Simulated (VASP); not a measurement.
# H4C5 (P2_1/c) in VASP: single point with r2SCAN

Aim: the single point of H4C5 with r2SCAN.

All numbers are computed with VASP 6.6.1; they aren't measurements. Logs are shortened: lines on timing, memory, paths and dates and some standing lists are left out, and cuts for length are marked.

**1. The cell of the first run**

It takes space group P2_1/c (No. 14, monoclinic). The conventional cell has a = 7.949 Å, b = 6.024 Å, c = 8.274 Å, α = 90.00°, β = 114.98°, γ = 90.00°. Within 1.5 Å of H (site symmetry 1) lie 1 C at 1.08 Å. H (site symmetry 1) has 1 C at 1.08 Å within 1.5 Å. H (site symmetry 1) has 1 C at 1.08 Å within 1.5 Å. Within 1.5 Å of H (site symmetry 1) lie 1 C at 1.08 Å. C (site symmetry 1) has 1 H at 1.08 Å and 2 C at 1.37 to 1.41 Å within 1.5 Å. C (site symmetry 1) has 1 H at 1.08 Å and 2 C at 1.37 to 1.41 Å within 1.5 Å. C (site symmetry 1) has 3 C at 1.41 to 1.43 Å within 1.9 Å. Within 1.5 Å of C (site symmetry 1) lie 1 H at 1.08 Å and 2 C at 1.37 to 1.41 Å.

**2. Single point, r2SCAN**

File POSCAR:

```
H4C5
1.0
    7.9491895116      0.0000000000      0.0313948303
    0.0000000000      6.0242812073      0.0000000000
   -3.5241272086      0.0000000000      7.4858784948
H C
16 20
Direct
    0.4648461533      0.5661872529      0.8351828514
    0.5351538467      0.0661872529      0.6648171486
    0.5351538467      0.4338127471      0.1648171486
    0.4648461533      0.9338127471      0.3351828514
    0.2751113707      0.8200769997      0.5932639270
    0.7248886293      0.3200769997      0.9067360730
    0.7248886293      0.1799230003      0.4067360730
    0.2751113707      0.6799230003      0.0932639270
    0.9818997858      0.9053268506      0.3344679241
    0.0181002142      0.4053268506      0.1655320759
    0.0181002142      0.0946731494      0.6655320759
    0.9818997858      0.5946731494      0.8344679241
    0.3355720012      0.2021826614      0.8717790926
    0.6644279988      0.7021826614      0.6282209074
    0.6644279988      0.7978173386      0.1282209074
    0.3355720012      0.2978173386      0.3717790926
    0.3251183058      0.5192067136      0.7441054668
    0.6748816942      0.0192067136      0.7558945332
    0.6748816942      0.4807932864      0.2558945332
    0.3251183058      0.9807932864      0.2441054668
    0.2200130036      0.6612430119      0.6094374529
    0.7799869964      0.1612430119      0.8905625471
    0.7799869964      0.3387569881      0.3905625471
    0.2200130036      0.8387569881      0.1094374529
    0.0369745252      0.6043467490      0.4895892191
    0.9630254748      0.1043467490      0.0104107809
    0.9630254748      0.3956532510      0.5104107809
    0.0369745252      0.8956532510      0.9895892191
    0.9251021649      0.7473505127      0.3499794723
    0.0748978351      0.2473505127      0.1500205277
    0.0748978351      0.2526494873      0.6500205277
    0.9251021649      0.7526494873      0.8499794723
    0.2519824517      0.3131237833      0.7647131594
    0.7480175483      0.8131237833      0.7352868406
    0.7480175483      0.6868762167      0.2352868406
    0.2519824517      0.1868762167      0.2647131594
```

File INCAR.step1:

```
SYSTEM = H4C5
  PREC = Accurate
  ENCUT = 660
  ISMEAR = 0
  SIGMA = 0.02
  LREAL = Auto
  LASPH = .TRUE.
  NELM = 120
  NBANDS = 72
  GGA = PE
  ALGO = Normal
  EDIFF = 1E-5
  LWAVE = .TRUE.
  LCHARG = .FALSE.
  GGA_COMPAT = .FALSE.
  KPAR = 4
```

File INCAR.step2:

```
SYSTEM = H4C5
  PREC = Accurate
  ENCUT = 660
  EDIFF = 1E-6
  ISMEAR = 0
  SIGMA = 0.02
  LREAL = Auto
  LASPH = .TRUE.
  NELM = 120
  ALGO = Normal
  ISIF = 2
  LWAVE = .FALSE.
  LCHARG = .TRUE.
  METAGGA = R2SCAN
  LMIXTAU = .TRUE.
  LVHAR = .TRUE.
  NBANDS = 72
  ISTART = 1
  GGA_COMPAT = .FALSE.
  KPAR = 4
```

File KPOINTS:

```
regular mesh
0
G
  4 4 4
  0 0 0
```

Potentials or basis: VASP PAW PBE potentials, release 64 (H, C).

Launch:

```console
$ cat potpaw_PBE.64/H/POTCAR potpaw_PBE.64/C/POTCAR > POTCAR
$ cp INCAR.step1 INCAR
$ mpirun -np 4 vasp_std > vasp.out
$ cp INCAR.step2 INCAR
$ mpirun -np 4 vasp_std > vasp.out
```

OUTCAR:

```text
SYSTEM = H4C5
   PREC = Accurate
   ENCUT = 660
   EDIFF = 1E-6
   ISMEAR = 0
   LREAL = Auto
   LASPH = .TRUE.
   NELM = 120
   ISIF = 2
   METAGGA = R2SCAN
   ISTART = 1

 ion  position               nearest neighbor table
   1  0.465  0.566  0.835-  17 1.08
   2  0.535  0.066  0.665-  18 1.08
   3  0.535  0.434  0.165-  19 1.08
   4  0.465  0.934  0.335-  20 1.08
   5  0.275  0.820  0.593-  21 1.08
   6  0.725  0.320  0.907-  22 1.08
[... 8 lines left out ...]
  15  0.664  0.798  0.128-  35 1.08
  16  0.336  0.298  0.372-  36 1.08
  17  0.325  0.519  0.744-   1 1.08  21 1.37  33 1.41
  18  0.675  0.019  0.756-   2 1.08  22 1.37  34 1.41
  19  0.675  0.481  0.256-   3 1.08  23 1.37  35 1.41
  20  0.325  0.981  0.244-   4 1.08  24 1.37  36 1.41
  21  0.220  0.661  0.609-   5 1.08  17 1.37  25 1.41
  22  0.780  0.161  0.891-   6 1.08  18 1.37  26 1.41
[... 12 lines left out ...]
  35  0.748  0.687  0.235-  15 1.08  29 1.37  19 1.41
  36  0.252  0.187  0.265-  16 1.08  30 1.37  20 1.41

  LATTYP: Found a simple monoclinic cell.
 ALAT       =     7.9492515073
 B/A-ratio  =     0.7578425719
 C/A-ratio  =     1.0408433888
 COS(beta)  =    -0.4223551183

  Lattice vectors:

 A1 = (   7.9491895116,   0.0000000000,   0.0313948303)
 A2 = (   0.0000000000,   6.0242812073,   0.0000000000)
 A3 = (  -3.5241272086,   0.0000000000,   7.4858784948)

Analysis of symmetry for initial positions (statically):
=====================================================================
 Subroutine PRICEL returns:
 Original cell was already a primitive cell.

 Routine SETGRP: Setting up the symmetry group for a
 simple monoclinic supercell.

 Subroutine GETGRP returns: Found  4 space group operations
 (whereof  2 operations were pure point group operations)
 out of a pool of  4 trial point group operations.

The static configuration has the point symmetry S_2 .
 The point group associated with its full space group is C_2h.

Analysis of symmetry for dynamics (positions and initial velocities):
=====================================================================
 Subroutine PRICEL returns:
 Original cell was already a primitive cell.

 Routine SETGRP: Setting up the symmetry group for a
 simple monoclinic supercell.

 Subroutine GETGRP returns: Found  4 space group operations
 (whereof  2 operations were pure point group operations)
 out of a pool of  4 trial point group operations.

The dynamic configuration has the point symmetry S_2 .
 The point group associated with its full space group is C_2h.

 Subroutine INISYM returns: Found  4 space group operations
 (whereof  2 operations are pure point group operations),
 and found     1 'primitive' translations

----------------------------------------------------------------------------------------

                                     Primitive cell

  volume of cell :     359.1514

  direct lattice vectors                    reciprocal lattice vectors
     7.949189512  0.000000000  0.031394830     0.125565527  0.000000000  0.059112487
     0.000000000  6.024281207  0.000000000     0.000000000  0.165994907  0.000000000
    -3.524127209  0.000000000  7.485878495    -0.000526606  0.000000000  0.133336946

  length of vectors
     7.949251507  6.024281207  8.273925877     0.138783961  0.165994907  0.133337985

  position of ions in fractional coordinates (direct lattice)
     0.464846153  0.566187253  0.835182851
     0.535153847  0.066187253  0.664817149
     0.535153847  0.433812747  0.164817149
     0.464846153  0.933812747  0.335182851
     0.275111371  0.820077000  0.593263927
     0.724888629  0.320077000  0.906736073
[... 28 lines left out ...]
     0.748017548  0.686876217  0.235286841
     0.251982452  0.186876217  0.264713159

  ion indices of the primitive-cell ions
   primitive index   ion index
                 1           1
                 2           2
                 3           3
                 4           4
                 5           5
                 6           6
[... 28 lines left out ...]
                35          35
                36          36

----------------------------------------------------------------------------------------

 KPOINTS: regular mesh

Automatic generation of k-mesh.
 Grid dimensions read from file:
 generate k-points for:    4    4    4

 Generating k-lattice:

  Cartesian coordinates                     Fractional coordinates (reciprocal lattice)
     0.031391382  0.000000000  0.014778122     0.250000000  0.000000000  0.000000000
     0.000000000  0.041498727  0.000000000     0.000000000  0.250000000  0.000000000
    -0.000131651  0.000000000  0.033334236     0.000000000  0.000000000  0.250000000

  Length of vectors
     0.034695990  0.041498727  0.033334496

  Shift w.r.t. Gamma in fractional coordinates (k-lattice)
     0.000000000  0.000000000  0.000000000

 Subroutine IBZKPT returns following result:
 ===========================================

 Found     30 irreducible k-points:

 Following reciprocal coordinates:
            Coordinates               Weight
  0.000000  0.000000  0.000000      1.000000
  0.250000  0.000000 -0.000000      2.000000
  0.500000  0.000000 -0.000000      1.000000
  0.000000  0.250000  0.000000      2.000000
  0.250000  0.250000 -0.000000      4.000000
  0.500000  0.250000 -0.000000      2.000000
[... 16 lines left out ...]
  0.250000  0.000000  0.500000      2.000000
  0.500000  0.000000  0.500000      1.000000
 [... further k-points ...]
   k-points           NKPTS =     30   k-points in BZ     NKDIM =     30   number of bands    NBANDS=     72
   number of dos      NEDOS =    301   number of ions     NIONS =     36
   total plane-waves  NPLWV = 245000
   dimension x,y,z NGX =    70 NGY =   50 NGZ =   70
   dimension x,y,z NGXF=   140 NGYF=  100 NGZF=  140
   ions per type =              16  20
   NGX,Y,Z   is equivalent  to a cutoff of  14.64, 13.80, 14.06 a.u.
   NGXF,Y,Z  is equivalent  to a cutoff of  29.28, 27.60, 28.13 a.u.
 SYSTEM =  H4C5
   PREC   = accura    normal or accurate (medium, high low for compatibility)
   ISTART =      1    job   : 0-new  1-cont  2-samecut
   ICHARG =      0    charge: 1-file 2-atom 10-const
   ISPIN  =      1    spin polarized calculation?
   LNONCOLLINEAR =      F non collinear calculations
   LSORBIT =      F    spin-orbit coupling
   LASPH  =      T    aspherical Exc in radial PAW
   ENCUT  =  660.0 eV  48.51 Ry    6.96 a.u.  16.65 12.62 17.33*2*pi/ulx,y,z
   NELM   =    120;   NELMIN=  2; NELMDL=  0     # of ELM steps
   EDIFF  = 0.1E-05   stopping-criterion for ELM
   LREAL  =      T    real-space projection
   EDIFFG = 0.1E-04   stopping-criterion for IOM
   NSW    =      0    number of steps for IOM
   IBRION =     -1    ionic relax: 0-MD 1-quasi-New 2-CG
   NFREE  =      0    steps in history (QN), initial steepest desc. (CG)
   ISIF   =      2    stress and relaxation
   ISYM   =      2    0-nonsym 1-usesym 2-fastsym
   POTIM  = 0.5000    time-step for ionic-motion
   TEBEG  =    0.0;   TEEND  =   0.0 temperature during run
   PSTRESS=    0.0 pullay stress
   NELECT =      96.0000    total number of electrons
   NUPDOWN=      -1.0000    fix difference up-down
   EMIN   =  10.00;   EMAX   =-10.00  energy-range for DOS
   EFERMI =   0.00;   METHOD = LEGACY
   ISMEAR =     0;   SIGMA  =   0.02  broadening in eV -4-tet -1-fermi 0-gaus
   EFERMI_NEDOS =   21; number of points for ismear=-14 and -15
   IALGO  =     38    algorithm
   IMIX   =      4    mixing-type and parameters
     AMIX     =   0.40;   BMIX     =  1.00
     AMIX_MAG =   1.60;   BMIX_MAG =  1.00
  volume/ion in A,a.u.               =       9.98        67.32
  Fermi-wavevector in a.u.,A,eV,Ry     =   1.054563  1.992836 15.131094  1.112104
  Thomas-Fermi vector in A             =   2.189728
   LORBIT       =      0    0 simple, 1 ext, 2 COOP (PROOUT), +10 PAW based schemes
   METAGGA = R2SCAN    functional components
   LHFCALC =     F    Hartree Fock is set to
   AEXX    =    0.0000 exact exchange contribution
   IVDW    =     0    specifies the selected vdW correction
   LEPSILON=     F    determine dielectric tensor
   LRPA    =     F    only Hartree local field effects (RPA)
 non-spin polarized calculation
 Gauss-broadening in eV      SIGMA  =   0.02
  energy-cutoff  :      660.00
  volume of cell :      359.15
 maximum number of plane-waves:     13878
 NGX is ok and might be reduce to    70
   NGX = 33   NGY = 25   NGZ = 35

 number of electron      95.9999999 magnetization

 Free energy of the ion-electron system (eV)
  ---------------------------------------------------
  ext. energy  EPLUGINS =         0.00000000
  ---------------------------------------------------
  free energy    TOTEN  =      -254.56588552 eV

  energy without entropy =     -254.56588552  energy(sigma->0) =     -254.56588552

 E-fermi :  -0.6913     XC(G=0):  -8.3549

 val. band max:       -0.8249970023   @ k =   0.5000   0.5000   0.5000
 cond. band min:       2.4951267266   @ k =   0.0000   0.0000   0.0000
 fundamental gap:      3.3201237288
 Fermi energy:        -0.6913199646

 k-point     1 :       0.0000    0.0000    0.0000
  band No.  band energies     occupation
      1     -18.4065      2.00000
      2     -18.2730      2.00000
      3     -16.9026      2.00000
      4     -16.8559      2.00000
      5     -15.5409      2.00000
      6     -15.5246      2.00000
[... 52 lines left out ...]
     59       6.5682      0.00000
     60       6.7015      0.00000

 k-point     2 :       0.2500    0.0000   -0.0000
  band No.  band energies     occupation
      1     -18.3954      2.00000
      2     -18.2793      2.00000
      3     -16.8963      2.00000
      4     -16.8871      2.00000
      5     -15.5400      2.00000
      6     -15.5238      2.00000
[... 52 lines left out ...]
     59       6.4103      0.00000
     60       6.6905      0.00000

 k-point     3 :       0.5000    0.0000   -0.0000
  band No.  band energies     occupation
      1     -18.3840      2.00000
      2     -18.2855      2.00000
      3     -16.9357      2.00000
      4     -16.8718      2.00000
      5     -15.5382      2.00000
      6     -15.5223      2.00000
[... 1312 lines left out ...]
     59       6.6018      0.00000
     60       6.8406      0.00000

 k-point    24 :       0.5000    0.0000    0.5000
  band No.  band energies     occupation
      1     -18.3410      2.00000
      2     -18.3410      2.00000
      3     -16.8803      2.00000
      4     -16.8803      2.00000
      5     -15.5317      2.00000
      6     -15.5317      2.00000
[... 52 lines left out ...]
     59       6.5795      0.00000
     60       6.5795      0.00000

 [... further k-points ...]

 [bands above 60 left out]

------------------------ aborting loop because EDIFF is reached ----------------------------------------

  FORCE on cell =-STRESS in cart. coord.  units (eV):
  Direction    XX          YY          ZZ          XY          YZ          ZX
  --------------------------------------------------------------------------------------
  -------------------------------------------------------------------------------------
  Total        0.0441203      0.3794252      0.2156143      0.0000000      0.0000000      0.4655870
  in kB        0.1968212      1.6926190      0.9618569      0.0000000      0.0000000      2.0769871
  external PRESSURE =       0.9504324 kB  Pullay stress =       0.0000000 kB

 VOLUME and BASIS-vectors are now :
 -----------------------------------------------------------------------------
  energy-cutoff  :      660.00
  volume of cell :      359.15
      direct lattice vectors                 reciprocal lattice vectors
     7.949189512  0.000000000  0.031394830     0.125565527  0.000000000  0.059112487
     0.000000000  6.024281207  0.000000000     0.000000000  0.165994907  0.000000000
    -3.524127209  0.000000000  7.485878495    -0.000526606  0.000000000  0.133336946

 POSITION                                       TOTAL-FORCE (eV/Angst)
 -----------------------------------------------------------------------------------
      0.75186      3.41087      6.26667         0.036246      0.013371      0.030776
      1.91114      0.39873      4.99354        -0.036246      0.013371     -0.030776
      3.67320      2.61341      1.25060        -0.036246     -0.013371     -0.030776
      2.51392      5.62555      2.52373         0.036246     -0.013371      0.030776
      0.09617      4.94037      4.44974         0.021686      0.042193     -0.006137
      2.56682      1.92823      6.81047        -0.021686      0.042193      0.006137
[... 28 lines left out ...]
      5.11695      4.13794      1.78481        -0.015025     -0.000802     -0.012631
      1.07017      1.12579      1.98952         0.015025     -0.000802      0.012631
 -----------------------------------------------------------------------------------
    total drift:                                0.000000      0.000000     -0.000000

  FREE ENERGIE OF THE ION-ELECTRON SYSTEM (eV)
  ---------------------------------------------------
  free  energy   TOTEN  =      -254.5658855231 eV

  energy  without entropy=     -254.5658855231  energy(sigma->0) =     -254.56588552
```

Run time: 13 min. Hardware: 4 MPI ranks of Intel Xeon 6975P-C (Granite Rapids), shared host; peak memory 1 GiB.

Results:

```yaml
Free_energy: -254.5659 eV
Pressure: 0.1 GPa
Largest_force: 0.050 eV/Å
Band_gap_on_the_k_mesh: 3.32 eV (least direct gap 3.43 eV)
```

Forces on the atoms (eV/Å):
```
H    0.036  0.013  0.031
H   -0.036  0.013 -0.031
H   -0.036 -0.013 -0.031
H    0.036 -0.013  0.031
H    0.022  0.042 -0.006
H   -0.022  0.042  0.006
H   -0.022 -0.042  0.006
H    0.022 -0.042 -0.006
H    0.023  0.041 -0.004
H   -0.023  0.041  0.004
H   -0.023 -0.041  0.004
H    0.023 -0.041 -0.004
H    0.014 -0.031  0.037
H   -0.014 -0.031 -0.037
H   -0.014  0.031 -0.037
H    0.014  0.031  0.037
C    0.006 -0.009  0.013
C   -0.006 -0.009 -0.013
C   -0.006  0.009 -0.013
C    0.006  0.009  0.013
C   -0.002  0.013 -0.008
C    0.002  0.013  0.008
C    0.002 -0.013  0.008
C   -0.002 -0.013 -0.008
C    0.002  0.003 -0.002
C   -0.002  0.003  0.002
C   -0.002 -0.003  0.002
C    0.002 -0.003 -0.002
C    0.014  0.008  0.010
C   -0.014  0.008 -0.010
C   -0.014 -0.008 -0.010
C    0.014 -0.008  0.010
C    0.015  0.001  0.013
C   -0.015  0.001 -0.013
C   -0.015 -0.001 -0.013
C    0.015 -0.001  0.013
```

Levels at points of the mesh, in eV from the valence-band top:
```tsv
k point	band 46	band 47	band 48	band 49	band 50	band 51
(0.00, 0.00, 0.00)	-0.92	-0.20	-0.19	3.32	3.66	4.16
(0.50, 0.00, 0.00)	-0.84	-0.32	-0.11	3.35	3.64	4.01
(0.00, 0.50, 0.00)	-0.93	-0.08	-0.08	3.46	3.46	4.28
(0.50, 0.50, 0.00)	-0.95	-0.09	-0.09	3.45	3.45	4.32
(0.00, 0.00, 0.50)	-0.93	-0.17	-0.17	3.53	3.53	4.24
(0.50, 0.00, 0.50)	-0.91	-0.21	-0.21	3.51	3.51	4.27
(0.00, 0.50, 0.50)	-0.98	-0.02	-0.02	3.41	3.41	4.38
(0.50, 0.50, 0.50)	-0.99	0.00	0.00	3.43	3.43	4.35
```

Caveat: the PAW data sets were made with another functional, which shifts forces and pressure a little.
